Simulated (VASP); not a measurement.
# SnTe (rocksalt type) (Fm-3m) in VASP: a series of runs, part 2 of 2

VASP 6.6.1. The steps go on from the part before.

### 3 Single point, PBE (volume scaled by 0.8)

INCAR

```
SYSTEM = SnTe
PREC = Accurate ; ENCUT = 520
EDIFF = 1E-6 ; ISMEAR = -1
SIGMA = 0.1 ; LREAL = .FALSE.
LASPH = .TRUE. ; NELM = 60
ALGO = Normal ; ISIF = 2
LWAVE = .FALSE. ; LCHARG = .FALSE.
GGA = PE ; NBANDS = 17
```

KPOINTS

```
regular mesh
0
G
  13 13 13
  0 0 0
```

POSCAR

```
SnTe
1.0
    0.0000000000      2.9743986052      2.9743986052
    2.9743986052      0.0000000000      2.9743986052
    2.9743986052      2.9743986052      0.0000000000
Sn Te
1 1
Direct
    0.0000000000      0.0000000000      0.0000000000
    0.5000000000      0.5000000000      0.5000000000
```

Potentials or basis: VASP PAW PBE potentials, release 64 (Sn_d, Te).

Run with:

```bash
$ cat potpaw_PBE.64/Sn_d/POTCAR potpaw_PBE.64/Te/POTCAR > POTCAR
$ mpirun -np 1 vasp_std > vasp.out
```

OUTCAR:

```text
SYSTEM = SnTe
   PREC = Accurate
   ENCUT = 520
   EDIFF = 1E-6
   ISMEAR = -1
   LREAL = .FALSE.
   LASPH = .TRUE.
   NELM = 60
   ISIF = 2
   GGA = PE

 ion  position               nearest neighbor table
   1  0.000  0.000  0.000-   2 2.97   2 2.97   2 2.97   2 2.97   2 2.97   2 2.97
   2  0.500  0.500  0.500-   1 2.97   1 2.97   1 2.97   1 2.97   1 2.97   1 2.97

  LATTYP: Found a face centered cubic cell.
 ALAT       =     5.9487972104

  Lattice vectors:

[... 190 lines left out ...]
      5     -12.7111      2.00000
      6      -4.9202      2.00000
[... 457 lines left out ...]
      4     -12.6992      2.00000
      5     -12.6955      2.00000
      6      -3.2224      2.00000
[... 9 lines left out ...]
     16      18.6137      0.00000
     17      18.9784      0.00000

 [... further k-points ...]
[... 5 lines left out ...]
  --------------------------------------------------------------------------------------
  -------------------------------------------------------------------------------------
  Total        4.8476525      4.8476525      4.8476525      0.0000000     -0.0000000     -0.0000000
  in kB      147.5756013    147.5756013    147.5756013      0.0000000     -0.0000000     -0.0000000
  external PRESSURE =     147.5756013 kB  Pullay stress =       0.0000000 kB

 VOLUME and BASIS-vectors are now :
 -----------------------------------------------------------------------------
  energy-cutoff  :      520.00
  volume of cell :       52.63
      direct lattice vectors                 reciprocal lattice vectors
     0.000000000  2.974398605  2.974398605    -0.168101208  0.168101208  0.168101208
     2.974398605  0.000000000  2.974398605     0.168101208 -0.168101208  0.168101208
     2.974398605  2.974398605  0.000000000     0.168101208  0.168101208 -0.168101208

 POSITION                                       TOTAL-FORCE (eV/Angst)
 -----------------------------------------------------------------------------------
      0.00000      0.00000      0.00000        -0.000000      0.000000      0.000000
      2.97440      2.97440      2.97440         0.000000     -0.000000     -0.000000
 -----------------------------------------------------------------------------------
    total drift:                                0.000000     -0.000000     -0.000000

  FREE ENERGIE OF THE ION-ELECTRON SYSTEM (eV)
  ---------------------------------------------------
  free  energy   TOTEN  =        -7.0684651839 eV

  energy  without entropy=       -7.0563804937  energy(sigma->0) =       -7.06242284
```

stdout:

```text
POSCAR found type information on POSCAR SnTe
 POSCAR found :  2 types and       2 ions
 scaLAPACK will be used
 LDA part: xc-table for (Slater+PW92), standard interpolation
 POSCAR, INCAR and KPOINTS ok, starting setup
 FFT: planning ... GRIDC
 FFT: planning ... GRID_SOFT
 FFT: planning ... GRID
 WAVECAR not read
 entering main loop
```

Run time: 23 s. Hardware: 1 thread of Intel Xeon Platinum 8559C (Emerald Rapids), shared host; peak memory 0.22 GiB.

Results:

| Property | Result |
| --- | --- |
| Free energy | -7.0685 eV |
| Pressure | 14.8 GPa |

Caveat: this odd mesh misses L, where the gap lies, so gap, dielectric constants and Born charges aren't listed; spin-orbit coupling is left out, which moves the levels of the heavy elements.

### 4 Single point, PBE (volume scaled by 0.94)

INCAR

```
PREC     = Accurate       # precision mode
ENCUT    = 520            # plane-wave cutoff, eV
EDIFF    = 1E-6           # SCF threshold, eV
ISMEAR   = -1             # smearing method
SIGMA    = 0.1            # smearing width, eV
LREAL    = False          # projectors in reciprocal space
LASPH    = True           # aspherical terms in the spheres
NELM     = 80             # most SCF steps
ALGO     = Normal         # electronic algorithm
ISIF     = 2              # what is computed and relaxed
LWAVE    = False          # write WAVECAR
LCHARG   = True           # write CHGCAR
GGA      = PE             # functional
LELF     = True           # ELF
LVHAR    = True         
NBANDS   = 17             # bands
```

KPOINTS

```
Automatic mesh
0
Gamma
  13 13 13
```

POSCAR

```
SnTe
1.0
    0.0000000000      3.1386661549      3.1386661549
    3.1386661549      0.0000000000      3.1386661549
    3.1386661549      3.1386661549      0.0000000000
Sn Te
1 1
Direct
    0.0000000000      0.0000000000      0.0000000000
    0.5000000000      0.5000000000      0.5000000000
```

Potentials or basis: VASP PAW PBE potentials, release 64 (Sn_d, Te).

Run with:

```bash
$ cat potpaw_PBE.64/Sn_d/POTCAR potpaw_PBE.64/Te/POTCAR > POTCAR
$ mpirun -np 1 vasp_std > vasp.out
```

OUTCAR:

```text
PREC = Accurate
   ENCUT = 520
   EDIFF = 1E-6
   ISMEAR = -1
   LREAL = False
   LASPH = True
   NELM = 80
   ISIF = 2
   GGA = PE

 ion  position               nearest neighbor table
   1  0.000  0.000  0.000-   2 3.14   2 3.14   2 3.14   2 3.14   2 3.14   2 3.14
   2  0.500  0.500  0.500-   1 3.14   1 3.14   1 3.14   1 3.14   1 3.14   1 3.14

  LATTYP: Found a face centered cubic cell.
 ALAT       =     6.2773323098

  Lattice vectors:

 A1 = (   0.0000000000,   3.1386661549,   3.1386661549)
 A2 = (   3.1386661549,   0.0000000000,   3.1386661549)
[... 648 lines left out ...]
      4     -14.7866      2.00000
      5     -14.7848      2.00000
      6      -4.5194      2.00000
[... 9 lines left out ...]
     16      16.2178      0.00000
     17      16.2457      0.00000

 [... further k-points ...]
[... 5 lines left out ...]
  --------------------------------------------------------------------------------------
  -------------------------------------------------------------------------------------
  Total        1.0867722      1.0867722      1.0867722      0.0000000      0.0000000      0.0000000
  in kB       28.1568274     28.1568274     28.1568274      0.0000000      0.0000000      0.0000000
  external PRESSURE =      28.1568274 kB  Pullay stress =       0.0000000 kB

 VOLUME and BASIS-vectors are now :
 -----------------------------------------------------------------------------
  energy-cutoff  :      520.00
  volume of cell :       61.84
      direct lattice vectors                 reciprocal lattice vectors
     0.000000000  3.138666155  3.138666155    -0.159303339  0.159303339  0.159303339
     3.138666155  0.000000000  3.138666155     0.159303339 -0.159303339  0.159303339
     3.138666155  3.138666155  0.000000000     0.159303339  0.159303339 -0.159303339

 POSITION                                       TOTAL-FORCE (eV/Angst)
 -----------------------------------------------------------------------------------
      0.00000      0.00000      0.00000        -0.000000      0.000000     -0.000000
      3.13867      3.13867      3.13867         0.000000     -0.000000      0.000000
 -----------------------------------------------------------------------------------
    total drift:                               -0.000000      0.000000      0.000000

  FREE ENERGIE OF THE ION-ELECTRON SYSTEM (eV)
  ---------------------------------------------------
  free  energy   TOTEN  =        -7.5324652858 eV

  energy  without entropy=       -7.5280552796  energy(sigma->0) =       -7.53026028
```

OSZICAR:

```text
N       E                     dE             d eps       ncg     rms          rms(c)
DAV:   1     0.126091120988E+03    0.12609E+03   -0.95385E+03  2879   0.136E+03
DAV:   2     0.381322741197E+01   -0.12228E+03   -0.11894E+03  3065   0.332E+02
DAV:   3    -0.725216199583E+01   -0.11065E+02   -0.10952E+02  3569   0.885E+01
DAV:   4    -0.756636883849E+01   -0.31421E+00   -0.31393E+00  3368   0.155E+01
DAV:   5    -0.757847680911E+01   -0.12108E-01   -0.12107E-01  4216   0.296E+00    0.474E+00
DAV:   6    -0.753057171195E+01    0.47905E-01   -0.11045E-01  3774   0.223E+00    0.295E+00
DAV:   7    -0.753218510410E+01   -0.16134E-02   -0.48720E-02  3444   0.109E+00    0.758E-01
DAV:   8    -0.753235254662E+01   -0.16744E-03   -0.69943E-03  3676   0.666E-01    0.175E-01
DAV:   9    -0.753246813038E+01   -0.11558E-03   -0.59956E-04  3957   0.245E-01    0.364E-02
DAV:  10    -0.753246020403E+01    0.79264E-05   -0.10693E-04  3776   0.903E-02    0.147E-02
DAV:  11    -0.753246565931E+01   -0.54553E-05   -0.39107E-05  3552   0.501E-02    0.236E-02
DAV:  12    -0.753246528583E+01    0.37348E-06   -0.22920E-06  3377   0.114E-02
   1 F= -.75324653E+01 E0= -.75302603E+01  d E =-.441001E-02
```

Run time: 39 s. Hardware: 1 thread of Intel Xeon Platinum 8559C (Emerald Rapids), shared host; peak memory 0.25 GiB.

Results:

* Free energy: -7.5325 eV
* Pressure: 2.8 GPa

Levels at points of the mesh, in eV from the Fermi level:
```csv
k point,band 6,band 7,band 8,band 9,band 10,band 11,band 12,band 13,band 14,band 15
"(0.00, 0.00, 0.00)",-12.89,-4.62,-2.17,-2.17,-2.17,3.38,3.38,3.38,4.73,4.73
```

Caveat: this odd mesh misses L, where the gap lies, so gap, dielectric constants and Born charges aren't listed; spin-orbit coupling is left out, which moves the levels of the heavy elements.

### 5 The runs side by side

```csv
cell,pressure (GPa)
"a = 3.713 Å, angles 60.0°, 2 atoms",91.8
"a = 4.206 Å, angles 60.0°, 2 atoms",14.8
"a = 4.439 Å, angles 60.0°, 2 atoms",2.8
```

Alike in all rows: task single point; level PBE; potentials or basis VASP PAW PBE potentials, release 64 (Sn_d, Te); no spin polarisation; k mesh 13 × 13 × 13; cutoff (eV) 520; smearing fermi-dirac 0.1 eV.

Caveats: spin-orbit coupling is left out, which moves the levels of the heavy elements.

Absolute energies hang on the potentials; compare differences alone.
